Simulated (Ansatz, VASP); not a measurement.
**Two plane-wave programs on Cu**

File INCAR:

```
PREC     = Accurate       # precision mode
ENCUT    = 600            # plane-wave cutoff, eV
EDIFF    = 1E-6           # SCF threshold, eV
ISMEAR   = 0              # smearing method
SIGMA    = 0.1            # smearing width, eV
LREAL    = F              # projectors in reciprocal space
LASPH    = T              # aspherical terms in the spheres
NELM     = 120            # most SCF steps
ALGO     = Normal         # electronic algorithm
ISIF     = 2              # what is computed and relaxed
LWAVE    = F              # write WAVECAR
LCHARG   = F              # write CHGCAR
GGA      = PS             # functional
NBANDS   = 12             # bands
GGA_COMPAT= F
```

Contents of KPOINTS:

```
Automatic mesh
0
Gamma
  8 8 8
```

The input POSCAR:

```
Cu
1.0
    0.0000000000      1.7816373414      1.7816373414
    1.7816373414      0.0000000000      1.7816373414
    1.7816373414      1.7816373414      0.0000000000
Cu
1
Direct
    0.0000000000      0.0000000000      0.0000000000
```

Input for Ansatz:

```yaml
crystal:
  lattice:
    - [0.0, 1.7816373414, 1.7816373414]
    - [1.7816373414, 0.0, 1.7816373414]
    - [1.7816373414, 1.7816373414, 0.0]
  atoms:
    - { symbol: Cu, position: [0.0, 0.0, 0.0] }
basis:
  ecutwfc: 420
kpoints:
  mp_grid: { grid: [8, 8, 8] }
hamiltonian:
  xc: pbesol
  pseudopotentials: { kind: paw, azcp: { folder: soft_1 } }
scf:
  occupations: { method: gaussian, width: 0.1 }
output:
  forces: true
  stress: true
  eigenvalues: true
```

Alike in both runs: task single point; functional PBEsol; k mesh 8 × 8 × 8; occupations gaussian, width 0.1 eV; no spin polarisation.

|  | VASP | Ansatz |
| --- | --- | --- |
| version | VASP 6.6.1 | Ansatz 0.2.0 |
| potentials or method | VASP PAW PBE potentials, release 64 (Cu), cutoff 600 eV | scalar-relativistic, plane waves, PAW |
| valence electrons in the cell | 11 | 19 |

|  | VASP | Ansatz | Ansatz less VASP |
| --- | --- | --- | --- |
| gap on the k mesh at the Fermi level (eV) | none | none | - |
| pressure (GPa) | 1.8 | 0.9 | -0.83 |

VASP's potentials were made for PBE, not for PBEsol, and Ansatz warns of the same on its side. A gap of «none» marks a metal or a gap that the smearing closes. VASP's potentials hold 11 valence electrons a cell and Ansatz's 19, so a difference there can come from the potentials and not from the codes.

The k mesh is coarse, so the values compare programs but aren't converged.
